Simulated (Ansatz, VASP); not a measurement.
GaP in VASP and in Ansatz

File INCAR:

```
SYSTEM = GaP
  PREC = Accurate
  ENCUT = 520
  EDIFF = 1E-8
  ISMEAR = -1
  SIGMA = 0.08
  LREAL = .False.
  LASPH = .True.
  NELM = 60
  ALGO = Normal
  ISIF = 2
  LWAVE = .False.
  LCHARG = .False.
  GGA = PS
  LEFG = .True.
  NBANDS = 16
```

Contents of KPOINTS:

```
Automatic mesh
0
Gamma
  12 12 12
  0 0 0
```

Contents of POSCAR:

```
GaP
1.0
    0.0000000000      2.7252500000      2.7525025000
    2.7252500000      0.0000000000      2.7525025000
    2.7252500000      2.7252500000      0.0000000000
Ga P
1 1
Direct
    0.0000000000      0.0000000000      0.0000000000
    0.7500000000      0.7500000000      0.7500000000
```

Input for Ansatz:

```yaml
crystal:
  lattice:
    - [0.0, 2.72525, 2.7525025]
    - [2.72525, 0.0, 2.7525025]
    - [2.72525, 2.72525, 0.0]
  atoms:
    - { symbol: Ga, position: [0.0, 0.0, 0.0] }
    - { symbol: P, position: [0.75, 0.75, 0.75] }
kpoints:
  mp_grid: { grid: [12, 12, 12] }
scf:
  occupations: { method: fermi_dirac, width: 0.08 }
hamiltonian:
  xc: pbesol
  pseudopotentials: { kind: paw }
output:
  forces: true
  stress: true
  eigenvalues: true
  efg: { contact_densities: true }
```

Change from the starting cell: zz strain of +1 %, PAW files.

Alike in both runs: task electric field gradients; functional PBEsol; k mesh 12 × 12 × 12; occupations fermi-dirac, width 0.08 eV; no spin polarisation.

```csv
,VASP,Ansatz
version,VASP 6.6.1,Ansatz 0.2.0
potentials or method,"VASP PAW PBE potentials, release 64 (Ga_d, P)","PAW with Ansatz's default frozen-core files, scalar-relativistic"
plane-wave cutoff (eV),520,420
valence electrons in the cell,18,18
```

|  | VASP | Ansatz | Ansatz less VASP |
| --- | --- | --- | --- |
| pressure (GPa) | -1.4 | -1.4 | +0.05 |
| traceless stress, the component that is largest in VASP (GPa) | -0.50 | -0.50 | +0.001 |
| size of Vzz on the site where it differs most (V/Å²) | 1.7 | 2.0 | +0.28 |

VASP's potentials were made for PBE, not for PBEsol.
